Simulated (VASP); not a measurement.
# Mg (C2/m) in VASP: single point with PBE

Aim: the single point of Mg with PBE.

All numbers are computed with VASP 6.6.1; they aren't measurements. Logs are shortened: lines on timing, memory, paths and dates and some standing lists are left out, and cuts for length are marked.

## 1. The cell of the first run

The structure is monoclinic, space group C2/m (No. 12). The conventional cell has a = 4.663 Å, b = 4.555 Å, c = 3.366 Å, α = 90.00°, β = 133.56°, γ = 90.00°. Within 4.3 Å of Mg (site symmetry 2/m) lie 12 Mg at 3.26 to 3.38 Å.

## 2. Single point, PBE (strained)

INCAR reads:

```
PREC = Accurate ; ENCUT = 520
EDIFF = 1E-6 ; ISMEAR = 0
SIGMA = 0.1 ; LREAL = F
LASPH = T ; NELM = 80
ALGO = Fast ; ISIF = 2
LWAVE = F ; LCHARG = F
GGA = PE ; NBANDS = 7
```

KPOINTS reads:

```
regular mesh
0
Gamma
  14 14 14
```

POSCAR reads:

```
Mg
1.0
    0.0000000000      2.4448700438      2.3371906410
    2.2775158739      0.0057228528      2.3314677882
    2.2775158739      2.4391471910      0.0057228528
Mg
1
Direct
    0.0000000000      0.0000000000      0.0000000000
```

Potentials or basis: VASP PAW PBE potentials, release 64 (Mg).

Command:

```sh
cat potpaw_PBE.64/Mg/POTCAR > POTCAR
mpirun -np 1 vasp_std > vasp.out
```

OUTCAR:

```text
PREC = Accurate
   ENCUT = 520
   EDIFF = 1E-6
   ISMEAR = 0
   LREAL = F
   LASPH = T
   NELM = 80
   ISIF = 2
   GGA = PE

 ion  position               nearest neighbor table
   1  0.000  0.000  0.000-

  LATTYP: Found a base centered monoclinic cell.
 ALAT       =     4.6629496238
 B/A-ratio  =     0.9768563067
 C/A-ratio  =     0.7218825843
 COS(beta)  =    -0.6891546199

  Lattice vectors:

 A1 = (  -2.2775158739,   0.0057228528,   2.3314677882)
 A2 = (   2.2775158739,   0.0057228528,   2.3314677882)
 A3 = (   0.0000000000,   2.4334243382,  -2.3257449354)

Analysis of symmetry for initial positions (statically):
=====================================================================
 Subroutine PRICEL returns:
 Original cell was already a primitive cell.

 Routine SETGRP: Setting up the symmetry group for a
 base centered monoclinic supercell.

 Subroutine GETGRP returns: Found  4 space group operations
 (whereof  4 operations were pure point group operations)
 out of a pool of  4 trial point group operations.

The static configuration has the point symmetry C_2h.

Analysis of symmetry for dynamics (positions and initial velocities):
=====================================================================
 Subroutine PRICEL returns:
 Original cell was already a primitive cell.

 Routine SETGRP: Setting up the symmetry group for a
 base centered monoclinic supercell.

 Subroutine GETGRP returns: Found  4 space group operations
 (whereof  4 operations were pure point group operations)
 out of a pool of  4 trial point group operations.

The dynamic configuration has the point symmetry C_2h.

 Subroutine INISYM returns: Found  4 space group operations
 (whereof  4 operations are pure point group operations),
 and found     1 'primitive' translations

----------------------------------------------------------------------------------------

                                     Primitive cell

  volume of cell :      25.9034

  direct lattice vectors                    reciprocal lattice vectors
     0.000000000  2.444870044  2.337190641    -0.219537438  0.204487686  0.213955239
     2.277515874  0.005722853  2.331467788     0.219537438 -0.205494033  0.214961585
     2.277515874  2.439147191  0.005722853     0.219537438  0.205494033 -0.214961585

  length of vectors
     3.382284675  3.259271906  3.337147034     0.368495244  0.369638969  0.369638969

  position of ions in fractional coordinates (direct lattice)
     0.000000000  0.000000000  0.000000000

  ion indices of the primitive-cell ions
   primitive index   ion index
                 1           1

----------------------------------------------------------------------------------------

 KPOINTS: regular mesh

Automatic generation of k-mesh.
 Grid dimensions read from file:
 generate k-points for:   14   14   14

 Generating k-lattice:

  Cartesian coordinates                     Fractional coordinates (reciprocal lattice)
    -0.015681246  0.014606263  0.015282517     0.071428571  0.000000000  0.000000000
     0.015681246 -0.014678145  0.015354399    -0.000000000  0.071428571 -0.000000000
     0.015681246  0.014678145 -0.015354399     0.000000000  0.000000000  0.071428571

  Length of vectors
     0.026321089  0.026402784  0.026402784

  Shift w.r.t. Gamma in fractional coordinates (k-lattice)
     0.000000000  0.000000000  0.000000000

 Subroutine IBZKPT returns following result:
 ===========================================

 Found    744 irreducible k-points:

 Following reciprocal coordinates:
            Coordinates               Weight
  0.000000  0.000000  0.000000      1.000000
  0.071429  0.000000 -0.000000      4.000000
  0.142857 -0.000000 -0.000000      4.000000
  0.214286  0.000000 -0.000000      4.000000
  0.285714  0.000000 -0.000000      4.000000
  0.357143  0.000000 -0.000000      4.000000
[... 16 lines left out ...]
  0.000000  0.142857  0.000000      4.000000
  0.071429  0.142857  0.000000      4.000000
 [... further k-points ...]
   k-points           NKPTS =    744   k-points in BZ     NKDIM =    744   number of bands    NBANDS=      7
   number of dos      NEDOS =    301   number of ions     NIONS =      1
   total plane-waves  NPLWV =  18816
   dimension x,y,z NGX =    28 NGY =   24 NGZ =   28
   dimension x,y,z NGXF=    56 NGYF=   48 NGZF=   56
   ions per type =               1
   NGX,Y,Z   is equivalent  to a cutoff of  13.76, 12.24, 13.95 a.u.
   NGXF,Y,Z  is equivalent  to a cutoff of  27.53, 24.48, 27.90 a.u.
 SYSTEM =  unknown system
   PREC   = accura    normal or accurate (medium, high low for compatibility)
   ISTART =      0    job   : 0-new  1-cont  2-samecut
   ICHARG =      2    charge: 1-file 2-atom 10-const
   ISPIN  =      1    spin polarized calculation?
   LNONCOLLINEAR =      F non collinear calculations
   LSORBIT =      F    spin-orbit coupling
   LASPH  =      T    aspherical Exc in radial PAW
   ENCUT  =  520.0 eV  38.22 Ry    6.18 a.u.   6.29  6.06  6.20*2*pi/ulx,y,z
   NELM   =     80;   NELMIN=  2; NELMDL= -5     # of ELM steps
   EDIFF  = 0.1E-05   stopping-criterion for ELM
   LREAL  =      F    real-space projection
   EDIFFG = 0.1E-04   stopping-criterion for IOM
   NSW    =      0    number of steps for IOM
   IBRION =     -1    ionic relax: 0-MD 1-quasi-New 2-CG
   NFREE  =      0    steps in history (QN), initial steepest desc. (CG)
   ISIF   =      2    stress and relaxation
   ISYM   =      2    0-nonsym 1-usesym 2-fastsym
   POTIM  = 0.5000    time-step for ionic-motion
   TEBEG  =    0.0;   TEEND  =   0.0 temperature during run
   PSTRESS=    0.0 pullay stress
   NELECT =       2.0000    total number of electrons
   NUPDOWN=      -1.0000    fix difference up-down
   EMIN   =  10.00;   EMAX   =-10.00  energy-range for DOS
   EFERMI =   0.00;   METHOD = LEGACY
   ISMEAR =     0;   SIGMA  =   0.10  broadening in eV -4-tet -1-fermi 0-gaus
   EFERMI_NEDOS =   21; number of points for ismear=-14 and -15
   IALGO  =     68    algorithm
   IMIX   =      4    mixing-type and parameters
     AMIX     =   0.40;   BMIX     =  1.00
     AMIX_MAG =   1.60;   BMIX_MAG =  1.00
  volume/ion in A,a.u.               =      25.90       174.80
  Fermi-wavevector in a.u.,A,eV,Ry     =   0.697107  1.317341  6.611860  0.485958
  Thomas-Fermi vector in A             =   1.780343
   LORBIT       =      0    0 simple, 1 ext, 2 COOP (PROOUT), +10 PAW based schemes
   GGA     = PE    functional components
   LHFCALC =     F    Hartree Fock is set to
   AEXX    =    0.0000 exact exchange contribution
   IVDW    =     0    specifies the selected vdW correction
   LEPSILON=     F    determine dielectric tensor
   LRPA    =     F    only Hartree local field effects (RPA)
 non-spin polarized calculation
 RMM-DIIS sequential band-by-band and
 Gauss-broadening in eV      SIGMA  =   0.10
  energy-cutoff  :      520.00
  volume of cell :       25.90
 maximum number of plane-waves:       712
 NGX is ok and might be reduce to    28
   NGX = 13   NGY = 13   NGZ = 13

 number of electron       2.0000000 magnetization

 Free energy of the ion-electron system (eV)
  ---------------------------------------------------
  ext. energy  EPLUGINS =         0.00000000
  ---------------------------------------------------
  free energy    TOTEN  =        -1.46120546 eV

  energy without entropy =       -1.45867544  energy(sigma->0) =       -1.45994045

 E-fermi :   2.0080     XC(G=0):  -8.1258

 val. band max:        2.0011046953   @ k =   0.2143  -0.3571   0.2857
 cond. band min:       2.0117327915   @ k =  -0.2857   0.3571   0.2143
 fundamental gap:      0.0106280962
 Fermi energy:         2.0079516560

 k-point     1 :       0.0000    0.0000    0.0000
  band No.  band energies     occupation
      1      -4.3941      2.00000
      2      13.4165      0.00000
      3      13.7587      0.00000
      4      13.8962      0.00000
      5      14.9302      0.00000
      6      14.9559      0.00000
      7      15.1149      0.00000

 k-point     2 :       0.0714    0.0000   -0.0000
  band No.  band energies     occupation
      1      -4.2896      2.00000
      2      11.9666      0.00000
      3      13.2677      0.00000
      4      13.5255      0.00000
      5      15.2156      0.00000
      6      15.4085      0.00000
      7      15.5997      0.00000

 k-point     3 :       0.1429   -0.0000   -0.0000
  band No.  band energies     occupation
      1      -3.9768      2.00000
      2       9.7639      0.00000
      3      12.7321      0.00000
      4      13.1076      0.00000
      5      14.9826      0.00000
      6      15.9110      0.00000
      7      16.3511      0.00000

 k-point     4 :       0.2143    0.0000   -0.0000
  band No.  band energies     occupation
      1      -3.4574      2.00000
      2       7.6276      0.00000
      3      12.3039      0.00000
      4      12.8151      0.00000
      5      14.6768      0.00000
      6      14.9900      0.00000
      7      16.5857      0.00000

 k-point     5 :       0.2857    0.0000   -0.0000
  band No.  band energies     occupation
      1      -2.7344      2.00000
      2       5.6273      0.00000
      3      12.0274      0.00000
      4      12.6820      0.00000
      5      13.9630      0.00000
      6      14.6490      0.00000
      7      15.5607      0.00000
[... 161 lines left out ...]
 k-point    22 :      -0.0714    0.0714    0.0000
  band No.  band energies     occupation
      1      -4.1166      2.00000
      2      11.0633      0.00000
      3      11.8434      0.00000
      4      13.9062      0.00000
      5      15.1234      0.00000
      6      15.6148      0.00000
      7      16.0357      0.00000

 k-point    23 :       0.0000    0.1429    0.0000
  band No.  band energies     occupation
      1      -3.9742      2.00000
      2       9.8459      0.00000
      3      12.6298      0.00000
      4      13.1036      0.00000
      5      14.9573      0.00000
      6      15.8888      0.00000
      7      16.3942      0.00000

 k-point    24 :       0.0714    0.1429    0.0000
  band No.  band energies     occupation
      1      -4.0057      2.00000
      2      10.6040      0.00000
      3      11.9489      0.00000
      4      12.8417      0.00000
      5      14.7100      0.00000
      6      16.0378      0.00000
      7      16.3266      0.00000

 [... further k-points ...]
[... 5 lines left out ...]
  --------------------------------------------------------------------------------------
  -------------------------------------------------------------------------------------
  Total       -0.3970304     -0.6999014     -0.4702616      0.0000000     -0.0133494     -0.0000000
  in kB      -24.5571509    -43.2903522    -29.0866540      0.0000000     -0.8256871     -0.0000000
  external PRESSURE =     -32.3113857 kB  Pullay stress =       0.0000000 kB

 VOLUME and BASIS-vectors are now :
 -----------------------------------------------------------------------------
  energy-cutoff  :      520.00
  volume of cell :       25.90
      direct lattice vectors                 reciprocal lattice vectors
     0.000000000  2.444870044  2.337190641    -0.219537438  0.204487686  0.213955239
     2.277515874  0.005722853  2.331467788     0.219537438 -0.205494033  0.214961585
     2.277515874  2.439147191  0.005722853     0.219537438  0.205494033 -0.214961585

 POSITION                                       TOTAL-FORCE (eV/Angst)
 -----------------------------------------------------------------------------------
      0.00000      0.00000      0.00000         0.000000      0.000000      0.000000
 -----------------------------------------------------------------------------------
    total drift:                                0.000000     -0.000000     -0.000000

  FREE ENERGIE OF THE ION-ELECTRON SYSTEM (eV)
  ---------------------------------------------------
  free  energy   TOTEN  =        -1.4612054613 eV

  energy  without entropy=       -1.4586754434  energy(sigma->0) =       -1.45994045
```

Run time: 78 s. Hardware: 1 thread of Intel Xeon Platinum 8259CL at 2.50GHz (Skylake/Cascade Lake), shared host; peak memory 0.26 GiB.

Results:

```
Free energy            : -1.4612 eV
Pressure               : -3.2 GPa
Band gap on the k mesh : zero (band 1 reaches 3.38 eV, above the bottom of band 2 at 0.72 eV)
```

Stress tensor (GPa, compression positive):
```
-2.46  0.00  0.00
 0.00 -4.33 -0.08
 0.00 -0.08 -2.91
```

Levels at points of the mesh, in eV from the Fermi level:
| k point | band 1 | band 2 | band 3 | band 4 |
| --- | --- | --- | --- | --- |
| (0.00, 0.00, 0.00) | -6.40 | 11.41 | 11.75 | 11.89 |
| (0.50, 0.00, 0.00) | -1.49 | -1.29 | 10.12 | 10.29 |
| (0.00, 0.50, 0.00) | -1.47 | -1.25 | 10.04 | 10.20 |
| (0.50, 0.50, 0.00) | -0.07 | 0.83 | 5.86 | 6.16 |
| (0.50, 0.00, 0.50) | -0.56 | 0.17 | 6.26 | 6.86 |
| (0.00, 0.50, 0.50) | 0.21 | 1.18 | 5.62 | 5.85 |

Caveat: the cell differs from its parent crystal (strained).
